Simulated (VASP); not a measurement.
# PtSe2 in VASP: notebook

Runs on PtSe2. Level: PBE+D3(BJ). Tasks: single point.

All numbers are computed with VASP 6.6.1; they aren't measurements. Logs are shortened: lines on timing, memory, paths and dates and some standing lists are left out, and cuts for length are marked.

### 1 The cell of the first run

The cell holds a slab with vacuum, 6 atoms: a = 3.707 Å, b = 3.707 Å, c = 22.798 Å, α = 90.00°, β = 90.00°, γ = 120.00°.

### 2 Single point, PBE+D3(BJ) (layers slid over each other)

File INCAR:

```
PREC = Accurate
ENCUT = 520
EDIFF = 1E-7
ISMEAR = 0
SIGMA = 0.05
LREAL = F
LASPH = T
NELM = 60
ALGO = Normal
ISIF = 2
LWAVE = F
LCHARG = T
LDIPOL = T
IDIPOL = 3
DIPOL = 0.5 0.5 0.391
GGA = PE
IVDW = 12
LELF = T
LVHAR = T
LVACPOTAV = T
NBANDS = 31
```

File KPOINTS:

```
regular mesh
0
Gamma
  9 9 1
```

File POSCAR:

```
PtSe2
1.0
    3.7070358307      0.0000000000      0.0000000000
   -1.8535179153      3.2103872021      0.0000000000
    0.0000000000      0.0000000000     22.7981611688
Se Pt
4 2
Direct
    0.6666666667      0.3333333333      0.1973843402
    0.3333333333      0.6666666667      0.3135814565
    0.3333333333      1.1666666667      0.4675412418
    0.0000000000      1.5000000000      0.5837383581
    0.0000000000      0.0000000000      0.2554828983
   -0.3333333333      0.8333333333      0.5256398000
```

Potentials or basis: VASP PAW PBE potentials, release 64 (Se, Pt).

Command:

```
$ cat potpaw_PBE.64/Se/POTCAR potpaw_PBE.64/Pt/POTCAR > POTCAR
$ mpirun -np 1 vasp_std > vasp.out
```

OUTCAR:

```text
PREC = Accurate
   ENCUT = 520
   EDIFF = 1E-7
   ISMEAR = 0
   LREAL = F
   LASPH = T
   NELM = 60
   ISIF = 2
   GGA = PE
   IVDW = 12
 IVDW          = 12

 ion  position               nearest neighbor table
   1  0.667  0.333  0.197-   5 2.52   5 2.52   5 2.52
   2  0.333  0.667  0.314-   5 2.52   5 2.52   5 2.52
   3  0.333  0.167  0.468-   6 2.52   6 2.52   6 2.52
   4  0.000  0.500  0.584-   6 2.52   6 2.52   6 2.52
   5  0.000  0.000  0.255-   1 2.52   1 2.52   1 2.52   2 2.52   2 2.52   2 2.52
   6  0.667  0.833  0.526-   4 2.52   4 2.52   4 2.52   3 2.52   3 2.52   3 2.52

  LATTYP: Found a hexagonal cell.
 ALAT       =     3.7070358307
 C/A-ratio  =     6.1499705452

  Lattice vectors:

 A1 = (   3.7070358307,   0.0000000000,   0.0000000000)
 A2 = (  -1.8535179153,   3.2103872021,   0.0000000000)
 A3 = (   0.0000000000,   0.0000000000,  22.7981611688)

Analysis of symmetry for initial positions (statically):
=====================================================================
 Subroutine PRICEL returns:
 Original cell was already a primitive cell.

 Routine SETGRP: Setting up the symmetry group for a
 hexagonal supercell.

 Subroutine GETGRP returns: Found  4 space group operations
 (whereof  2 operations were pure point group operations)
 out of a pool of 24 trial point group operations.

The static configuration has the point symmetry C_1h.
 The point group associated with its full space group is C_2h.

Analysis of symmetry for dynamics (positions and initial velocities):
=====================================================================
 Subroutine PRICEL returns:
 Original cell was already a primitive cell.

 Routine SETGRP: Setting up the symmetry group for a
 hexagonal supercell.

 Subroutine GETGRP returns: Found  4 space group operations
 (whereof  2 operations were pure point group operations)
 out of a pool of 24 trial point group operations.

The dynamic configuration has the point symmetry C_1h.
 The point group associated with its full space group is C_2h.

 Subroutine INISYM returns: Found  4 space group operations
 (whereof  2 operations are pure point group operations),
 and found     1 'primitive' translations

----------------------------------------------------------------------------------------

                                     Primitive cell

  volume of cell :     271.3214

  direct lattice vectors                    reciprocal lattice vectors
     3.707035831  0.000000000  0.000000000     0.269757306  0.155744453  0.000000000
    -1.853517915  3.210387202  0.000000000     0.000000000  0.311488907  0.000000000
     0.000000000  0.000000000 22.798161169     0.000000000  0.000000000  0.043863187

  length of vectors
     3.707035831  3.707035831 22.798161169     0.311488907  0.311488907  0.043863187

  position of ions in fractional coordinates (direct lattice)
     0.666666667  0.333333333  0.197384340
     0.333333333  0.666666667  0.313581457
     0.333333333  0.166666667  0.467541242
     0.000000000  0.500000000  0.583738358
     0.000000000  0.000000000  0.255482898
     0.666666667  0.833333333  0.525639800

  ion indices of the primitive-cell ions
   primitive index   ion index
                 1           1
                 2           2
                 3           3
                 4           4
                 5           5
                 6           6

----------------------------------------------------------------------------------------

 KPOINTS: regular mesh

Automatic generation of k-mesh.
 Grid dimensions read from file:
 generate k-points for:    9    9    1

 Generating k-lattice:

  Cartesian coordinates                     Fractional coordinates (reciprocal lattice)
     0.029973034  0.017304939  0.000000000     0.111111111  0.000000000  0.000000000
     0.000000000  0.034609879  0.000000000     0.000000000  0.111111111  0.000000000
     0.000000000  0.000000000  0.043863187     0.000000000  0.000000000  1.000000000

  Length of vectors
     0.034609879  0.034609879  0.043863187

  Shift w.r.t. Gamma in fractional coordinates (k-lattice)
     0.000000000  0.000000000  0.000000000

 Subroutine IBZKPT returns following result:
 ===========================================

 Found     25 irreducible k-points:

 Following reciprocal coordinates:
            Coordinates               Weight
  0.000000  0.000000  0.000000      1.000000
  0.111111  0.000000  0.000000      2.000000
  0.000000  0.111111  0.000000      4.000000
  0.222222 -0.000000  0.000000      2.000000
  0.000000  0.222222  0.000000      4.000000
  0.333333  0.000000  0.000000      2.000000
[... 16 lines left out ...]
 -0.222222 -0.444444  0.000000      4.000000
  0.444444  0.333333  0.000000      4.000000
   k-points           NKPTS =     25   k-points in BZ     NKDIM =     25   number of bands    NBANDS=     31
   number of dos      NEDOS =    301   number of ions     NIONS =      6
   total plane-waves  NPLWV = 141120
   dimension x,y,z NGX =    28 NGY =   28 NGZ =  180
   dimension x,y,z NGXF=    56 NGYF=   56 NGZF=  360
   ions per type =               4   2
   NGX,Y,Z   is equivalent  to a cutoff of  12.56, 12.56, 13.13 a.u.
   NGXF,Y,Z  is equivalent  to a cutoff of  25.11, 25.11, 26.25 a.u.
 SYSTEM =  unknown system
   PREC   = accura    normal or accurate (medium, high low for compatibility)
   ISTART =      0    job   : 0-new  1-cont  2-samecut
   ICHARG =      2    charge: 1-file 2-atom 10-const
   ISPIN  =      1    spin polarized calculation?
   LNONCOLLINEAR =      F non collinear calculations
   LSORBIT =      F    spin-orbit coupling
   LASPH  =      T    aspherical Exc in radial PAW
   ENCUT  =  520.0 eV  38.22 Ry    6.18 a.u.   6.89  6.89 42.39*2*pi/ulx,y,z
   NELM   =     60;   NELMIN=  2; NELMDL= -5     # of ELM steps
   EDIFF  = 0.1E-06   stopping-criterion for ELM
   LREAL  =      F    real-space projection
   EDIFFG = 0.1E-05   stopping-criterion for IOM
   NSW    =      0    number of steps for IOM
   IBRION =     -1    ionic relax: 0-MD 1-quasi-New 2-CG
   NFREE  =      0    steps in history (QN), initial steepest desc. (CG)
   ISIF   =      2    stress and relaxation
   ISYM   =      2    0-nonsym 1-usesym 2-fastsym
   POTIM  = 0.5000    time-step for ionic-motion
   TEBEG  =    0.0;   TEEND  =   0.0 temperature during run
   PSTRESS=    0.0 pullay stress
   NELECT =      44.0000    total number of electrons
   NUPDOWN=      -1.0000    fix difference up-down
   EMIN   =  10.00;   EMAX   =-10.00  energy-range for DOS
   EFERMI =   0.00;   METHOD = LEGACY
   ISMEAR =     0;   SIGMA  =   0.05  broadening in eV -4-tet -1-fermi 0-gaus
   EFERMI_NEDOS =   21; number of points for ismear=-14 and -15
   IALGO  =     38    algorithm
   IMIX   =      4    mixing-type and parameters
     AMIX     =   0.40;   BMIX     =  1.00
     AMIX_MAG =   1.60;   BMIX_MAG =  1.00
  volume/ion in A,a.u.               =      45.22       305.16
  Fermi-wavevector in a.u.,A,eV,Ry     =   0.892752  1.687058 10.843938  0.797007
  Thomas-Fermi vector in A             =   2.014742
   LORBIT       =      0    0 simple, 1 ext, 2 COOP (PROOUT), +10 PAW based schemes
   GGA     = PE    functional components
   LHFCALC =     F    Hartree Fock is set to
   AEXX    =    0.0000 exact exchange contribution
   IVDW    =    12    specifies the selected vdW correction
   LEPSILON=     F    determine dielectric tensor
   LRPA    =     F    only Hartree local field effects (RPA)
 non-spin polarized calculation
 Gauss-broadening in eV      SIGMA  =   0.05
  energy-cutoff  :      520.00
  volume of cell :      271.32
 maximum number of plane-waves:      7334
   NGX = 13   NGY = 13   NGZ = 85

 dipolmoment           0.000000      0.000000      0.000050 electrons x Angstroem

 number of electron      44.0000001 magnetization

 dipolmoment           0.000000      0.000000     -0.000001 electrons x Angstroem

 Free energy of the ion-electron system (eV)
  ---------------------------------------------------
  ext. energy  EPLUGINS =         0.00000000
  ---------------------------------------------------
  free energy    TOTEN  =       -28.57216103 eV

  energy without entropy =      -28.57216103  energy(sigma->0) =      -28.57216103

 E-fermi :  -0.1645     XC(G=0):  -5.5074

 val. band max:       -0.4531862252   @ k =   0.1111   0.1111   0.0000
 cond. band min:       0.5199785171   @ k =   0.2222  -0.0000   0.0000
 fundamental gap:      0.9731647423
 Fermi energy:        -0.1645453474

 k-point     1 :       0.0000    0.0000    0.0000
  band No.  band energies     occupation
      1     -14.7576      2.00000
      2     -14.7085      2.00000
      3     -13.0191      2.00000
      4     -12.9197      2.00000
      5      -5.9969      2.00000
      6      -5.7799      2.00000
[... 23 lines left out ...]
     30       4.8344      0.00000
     31       4.9724      0.00000

 k-point     2 :       0.1111    0.0000    0.0000
  band No.  band energies     occupation
      1     -14.6254      2.00000
      2     -14.5760      2.00000
      3     -13.0219      2.00000
      4     -12.9284      2.00000
      5      -5.8982      2.00000
      6      -5.7965      2.00000
[... 23 lines left out ...]
     30       5.5185      0.00000
     31       5.6136      0.00000

 k-point     3 :       0.0000    0.1111    0.0000
  band No.  band energies     occupation
      1     -14.6249      2.00000
      2     -14.5765      2.00000
      3     -13.0208      2.00000
      4     -12.9295      2.00000
      5      -5.8997      2.00000
      6      -5.7979      2.00000
[... 703 lines left out ...]
     30       7.0511      0.00000
     31       7.2526      0.00000

 k-point    24 :       0.4444    0.3333    0.0000
  band No.  band energies     occupation
      1     -13.2001      2.00000
      2     -13.1714      2.00000
      3     -13.0689      2.00000
      4     -13.0489      2.00000
      5      -6.3011      2.00000
      6      -6.2738      2.00000
[... 23 lines left out ...]
     30       6.9207      0.00000
     31       7.4377      0.00000

 [... further k-points ...]

------------------------ aborting loop because EDIFF is reached ----------------------------------------

 Edisp (eV)   -2.06327

 E8    (eV) :    -0.9148

  FORCE on cell =-STRESS in cart. coord.  units (eV):
  Direction    XX          YY          ZZ          XY          YZ          ZX
  --------------------------------------------------------------------------------------
  -------------------------------------------------------------------------------------
  Total      -0.17643    -0.12679    -0.72184    -0.04299    -0.00405    -0.00702
  in kB      -1.04183    -0.74869    -4.26256    -0.25387    -0.02394    -0.04147
  external pressure =       -2.02 kB  Pullay stress =        0.00 kB

 VOLUME and BASIS-vectors are now :
 -----------------------------------------------------------------------------
  energy-cutoff  :      520.00
  volume of cell :      271.32
      direct lattice vectors                 reciprocal lattice vectors
     3.707035831  0.000000000  0.000000000     0.269757306  0.155744453  0.000000000
    -1.853517915  3.210387202  0.000000000     0.000000000  0.311488907  0.000000000
     0.000000000  0.000000000 22.798161169     0.000000000  0.000000000  0.043863187

 POSITION                                       TOTAL-FORCE (eV/Angst)
 -----------------------------------------------------------------------------------
      1.85352      1.07013      4.50000        -0.002351     -0.001357     -0.004588
     -0.00000      2.14026      7.14908        -0.007465     -0.004310      0.070452
      0.92676      0.53506     10.65908         0.007465      0.004310     -0.070452
     -0.92676      1.60519     13.30816         0.002351      0.001357      0.004588
      0.00000      0.00000      5.82454         0.009070      0.005236      0.075715
      0.92676      2.67532     11.98362        -0.009070     -0.005236     -0.075715
 -----------------------------------------------------------------------------------
    total drift:                               -0.000000      0.000000      0.000010

  FREE ENERGIE OF THE ION-ELECTRON SYSTEM (eV)
  ---------------------------------------------------
  free  energy   TOTEN  =       -30.6354322752 eV

  energy  without entropy=      -30.6354322752  energy(sigma->0) =      -30.63543228

 vacuum level on the upper side and lower side of the slab         4.978         4.978
```

Wall time 10 min (1 thread of Intel Xeon 8259CL, shared host); peak memory 0.49 GiB.

What came out:

```
Free energy                : -30.6354 eV
Largest force              : 0.076 eV/Å
Band gap on the k mesh     : 0.97 eV (least direct gap 1.14 eV)
Dispersion energy per atom : -0.344 eV
```

Forces on the atoms (eV/Å):
```
Se  -0.002 -0.001 -0.005
Se  -0.007 -0.004  0.070
Se   0.007  0.004 -0.070
Se   0.002  0.001  0.005
Pt   0.009  0.005  0.076
Pt  -0.009 -0.005 -0.076
```

Levels at points of the mesh, in eV from the valence-band top:
| k point | band 19 | band 20 | band 21 | band 22 | band 23 | band 24 | band 25 | band 26 |
| --- | --- | --- | --- | --- | --- | --- | --- | --- |
| (0.00, 0.00, 0.00) | -0.27 | -0.25 | -0.22 | -0.20 | 2.67 | 2.70 | 2.74 | 2.78 |

Caveat: the cell differs from its parent crystal (layers slid over each other); spin-orbit coupling is left out, which moves the levels of the heavy elements.

### 3 Single point, PBE+D3(BJ) (layers slid over each other)

File INCAR:

```
PREC = Accurate
ENCUT = 520
EDIFF = 1E-6
ISMEAR = 0
SIGMA = 0.05
LREAL = F
LASPH = T
NELM = 100
ALGO = Normal
ISIF = 2
LWAVE = F
LCHARG = F
LDIPOL = T
IDIPOL = 3
DIPOL = 0.5 0.5 0.391
GGA = PE
IVDW = 12
NBANDS = 31
```

KPOINTS is that of step 2.

File POSCAR:

```
PtSe2
1.0
    3.7070358307      0.0000000000      0.0000000000
   -1.8535179153      3.2103872021      0.0000000000
    0.0000000000      0.0000000000     22.7981611688
Se Pt
4 2
Direct
    0.6666666667      0.3333333333      0.1973843402
    0.3333333333      0.6666666667      0.3135814565
    0.5000000000      1.0000000000      0.4675412418
    0.1666666667      1.3333333333      0.5837383581
    0.0000000000      0.0000000000      0.2554828983
   -0.1666666667      0.6666666667      0.5256398000
```

Potentials or basis: VASP PAW PBE potentials, release 64 (Se, Pt).

Command:

```
$ cat potpaw_PBE.64/Se/POTCAR potpaw_PBE.64/Pt/POTCAR > POTCAR
$ mpirun -np 1 vasp_std > vasp.out
```

Wall time 9.1 min (1 thread of Intel Xeon 8259CL, shared host); peak memory 0.49 GiB.

The run converged. Its results:

* Free energy: -30.6188 eV
* Largest force: 0.071 eV/Å
* Band gap on the k mesh: 0.90 eV (least direct gap 1.09 eV)
* Dispersion energy per atom: -0.344 eV

Forces on the atoms (eV/Å):
```
Se   0.000 -0.026 -0.005
Se   0.000 -0.045  0.034
Se   0.000  0.045 -0.034
Se   0.000  0.026  0.005
Pt   0.000  0.032  0.064
Pt   0.000 -0.032 -0.064
```

Levels at points of the mesh, in eV from the valence-band top:
```
           k point  band 19  band 20  band 21  band 22  band 23  band 24  band 25  band 26
(0.00, 0.00, 0.00)    -0.33    -0.32    -0.29    -0.29     2.62     2.64     2.65     2.67
```

Caveat: the cell differs from its parent crystal (layers slid over each other); spin-orbit coupling is left out, which moves the levels of the heavy elements.

### 4 Single point, PBE+D3(BJ) (layers slid over each other)

File INCAR:

```
SYSTEM = PtSe2
ALGO     = Normal         ! electronic algorithm
DIPOL    = 0.5 0.5 0.391
EDIFF    = 1E-6           ! SCF threshold, eV
ENCUT    = 520            ! plane-wave cutoff, eV
GGA      = PE             ! functional
IDIPOL   = 3            
ISIF     = 2              ! what is computed and relaxed
ISMEAR   = 0              ! smearing method
IVDW     = 12             ! dispersion correction
LASPH    = .TRUE.         ! aspherical terms in the spheres
LCHARG   = .FALSE.        ! write CHGCAR
LDIPOL   = .TRUE.       
LREAL    = .FALSE.        ! projectors in reciprocal space
LWAVE    = .FALSE.        ! write WAVECAR
NBANDS   = 31             ! bands
NELM     = 100            ! most SCF steps
PREC     = Accurate       ! precision mode
SIGMA    = 0.05           ! smearing width, eV
```

File KPOINTS:

```
k-points
0
G
  9 9 1
  0 0 0
```

File POSCAR:

```
PtSe2
1.0
    3.7070358307      0.0000000000      0.0000000000
   -1.8535179153      3.2103872021      0.0000000000
    0.0000000000      0.0000000000     22.7981611688
Se Pt
4 2
Direct
    0.6666666667      0.3333333333      0.1973843402
    0.3333333333      0.6666666667      0.3135814565
    0.6666666667      0.8333333333      0.4675412418
    0.3333333333      1.1666666667      0.5837383581
    0.0000000000      0.0000000000      0.2554828983
    0.0000000000      0.5000000000      0.5256398000
```

Command:

```
$ cat potpaw_PBE.64/Se/POTCAR potpaw_PBE.64/Pt/POTCAR > POTCAR
$ mpirun -np 1 vasp_std > vasp.out
```

Run time: 9.8 min. Hardware: 1 thread of Intel Xeon 8259CL, shared host; peak memory 0.49 GiB.

The run converged. Its results:

```
Free energy                : -30.6181 eV
Largest force              : 0.058 eV/Å
Band gap on the k mesh     : 0.93 eV (least direct gap 1.14 eV)
Dispersion energy per atom : -0.344 eV
```

Forces in eV/Å, atoms in the order of the input:
```
Se  -0.019 -0.011 -0.003
Se  -0.030 -0.017  0.036
Se   0.030  0.017 -0.036
Se   0.019  0.011  0.003
Pt   0.015  0.009  0.055
Pt  -0.015 -0.009 -0.055
```

Levels at points of the mesh, in eV from the valence-band top:
```tsv
k point	band 20	band 21	band 22	band 23	band 24	band 25
(0.00, 0.00, 0.00)	-0.29	-0.27	-0.26	2.64	2.66	2.69
```

Caveat: the cell differs from its parent crystal (layers slid over each other); spin-orbit coupling is left out, which moves the levels of the heavy elements.

### 5 The runs side by side

```csv
cell,gap on the mesh (eV),largest force (eV/Å)
"as given, atomic positions A",0.97,0.08
"as given, atomic positions B",0.90,0.07
"as given, atomic positions C",0.93,0.06
```

Alike in all rows: task single point; level PBE+D3(BJ); potentials or basis VASP PAW PBE potentials, release 64 (Se, Pt); no spin polarisation; k mesh 9 × 9 × 1; cutoff (eV) 520; smearing gaussian 0.05 eV.

Caveats: spin-orbit coupling is left out, which moves the levels of the heavy elements.

Total energies depend on the potentials used, so only differences within one code and one set of settings carry meaning.
